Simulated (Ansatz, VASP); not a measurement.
## Two plane-wave programs on AlN

INCAR

```
ALGO = Normal
EDIFF = 1E-6
ENCUT = 520
GGA = PE
ISIF = 2
ISMEAR = -1
LASPH = T
LCHARG = T
LELF = T
LREAL = F
LVHAR = T
LWAVE = F
NBANDS = 11
NELM = 60
PREC = Accurate
SIGMA = 0.02
```

KPOINTS

```
k-points
0
Gamma
  10 10 10
```

Contents of POSCAR:

```
AlN
1.0
    0.0000000000      2.1193301204      2.1193301204
    2.1193301204      0.0000000000      2.1193301204
    2.1193301204      2.1193301204      0.0000000000
Al N
1 1
Direct
    0.0000000000      0.0000000000      0.0000000000
    0.2500000000      0.2500000000      0.2500000000
```

Input for Ansatz:

```yaml
crystal:
  lattice:
    - [0.0, 2.1193301204, 2.1193301204]
    - [2.1193301204, 0.0, 2.1193301204]
    - [2.1193301204, 2.1193301204, 0.0]
  atoms:
    - { symbol: Al, position: [0.0, 0.0, 0.0] }
    - { symbol: "N", position: [0.25, 0.25, 0.25] }
kpoints:
  mp_grid: { grid: [10, 10, 10] }
  band_path:
    path:
      - [0.0, 0.0, 0.0]
      - [-0.5, -0.5, 0.0]
      - [-0.375, -0.375, 0.25]
      - [-0.375, 0.0, 0.375]
      - [0.0, 0.0, 0.5]
      - [-0.5, -0.25, 0.25]
    npoints: 1
hamiltonian:
  xc: pbe
scf:
  occupations: { method: fermi_dirac, width: 0.02 }
  n_extra_bands: 4
output:
  forces: true
  stress: true
  eigenvalues: true
```

Change from the starting cell: hydrostatic strain -3.0%.

Alike in both runs: task single point; functional PBE; k mesh 10 × 10 × 10; occupations fermi-dirac, width 0.02 eV; no spin polarisation.

```csv
,VASP,Ansatz
version,VASP 6.6.1,Ansatz 0.2.0
potentials or method,"VASP PAW PBE potentials, release 64 (Al, N)","plane waves, PAW"
plane-wave cutoff (eV),520,420
valence electrons in the cell,8,8
```

```csv
,VASP,Ansatz,Ansatz less VASP
gap on the k mesh at the Fermi level (eV),3.36,3.37,+0.009
pressure (GPa),27.3,27.5,+0.19
```
